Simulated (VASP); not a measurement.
# Ti: single point with PBEsol

Crystal: Ti.

```
Ti
1.0
     4.74105    0.00000    0.00000
    -2.37053    4.10587    0.00000
     0.00000    0.00000    2.86876
Ti
3
Cartesian
  0.0000 0.0000 0.0000
  0.0000 2.7372 1.4344
  2.3705 1.3686 1.4344
```

This cell differs from its parent crystal: strain +0.050 along x and y, +0.025 along z.

| Property | Result |
| --- | --- |
| Program | VASP 6.6.1 |
| Task | single point |
| Functional | PBEsol |
| Potentials or basis | VASP PAW PBE potentials, release 64 (Ti_sv) |
| Cutoff | 520 eV |
| k mesh | 12 × 12 × 18 |
| Occupations | gaussian, width 0.15 eV |
| Spin | no spin polarisation |

```json
{
 "Pressure": "-12.0 GPa",
 "Band gap on the k mesh": "zero (bands 18 and 19 overlap by 0.24 eV)"
}
```

Stress tensor (GPa, compression positive):
```
-13.08   0.00   0.00
  0.00 -13.08   0.00
  0.00   0.00  -9.77
```

Levels at points of the mesh, in eV from the Fermi level:
```
           k point  band 15  band 16  band 17  band 18  band 19  band 20  band 21  band 22
(0.00, 0.00, 0.00)    -0.68    -0.68    -0.58    -0.58    -0.14     0.54     1.20     1.20
(0.50, 0.00, 0.00)    -2.40    -0.35    -0.31    -0.30     0.08     0.42     0.83     1.15
(0.00, 0.00, 0.50)    -1.79    -1.59    -1.39    -1.39     0.94     0.94     1.17     1.17
(0.50, 0.00, 0.50)    -1.48    -0.97    -0.60    -0.45     0.38     0.80     0.81     0.97
```

It took 7.2 min on 1 thread of Intel(R) Xeon(R) 6975P-C (Granite Rapids), on a shared host, peak memory 0.32 GiB.

Caveat: the cell differs from its parent crystal (strain +0.050 along x and y, +0.025 along z); the cell stands under tension; the PAW data sets were made with another functional, which shifts forces and pressure a little.
